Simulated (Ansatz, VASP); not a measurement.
**Two plane-wave programs on Ta2Sn3**

```
CELL_PARAMETERS angstrom
4.89455 0.00000 0.00000
-2.44728 4.23881 0.00000
0.00000 0.00000 11.46689
ATOMIC_POSITIONS crystal
Ta 0.66667 0.33333 0.45282
Ta 0.66667 0.33333 0.95282
Ta 0.33333 0.66667 0.04718
Ta 0.33333 0.66667 0.54718
Sn 0.00000 0.00000 0.50000
Sn 0.00000 0.00000 0.00000
Sn 0.66667 0.33333 0.19639
Sn 0.66667 0.33333 0.69639
Sn 0.33333 0.66667 0.30361
Sn 0.33333 0.66667 0.80361
```

Alike in both runs: task single point; functional PBE; k mesh 6 × 6 × 2; occupations gaussian, width 0.2 eV; no spin polarisation.

```csv
,VASP,Ansatz
version,VASP 6.6.1,Ansatz 0.2.0
potentials or method,"VASP PAW PBE potentials, release 64 (Ta_pv, Sn_d), cutoff 520 eV","scalar-relativistic, plane waves, PAW"
valence electrons in the cell,128,136
```

|  | VASP | Ansatz | Ansatz less VASP |
| --- | --- | --- | --- |
| gap on the k mesh at the Fermi level (eV) | none | none | - |
| pressure (GPa) | -0.2 | -0.2 | +0.01 |
| traceless stress, the component that is largest in VASP (GPa) | 0.53 | 0.54 | +0.007 |
| rms of the force components (eV/Å) | 0.019 | 0.019 | -0.0004 |

Atom by atom the forces differ by 0.000 eV/Å (rms over components). A gap of «none» marks a metal or a gap that the smearing closes. VASP's potentials hold 128 valence electrons a cell and Ansatz's 136, so a difference there can come from the potentials and not from the codes.

Neither program's run includes spin-orbit coupling.
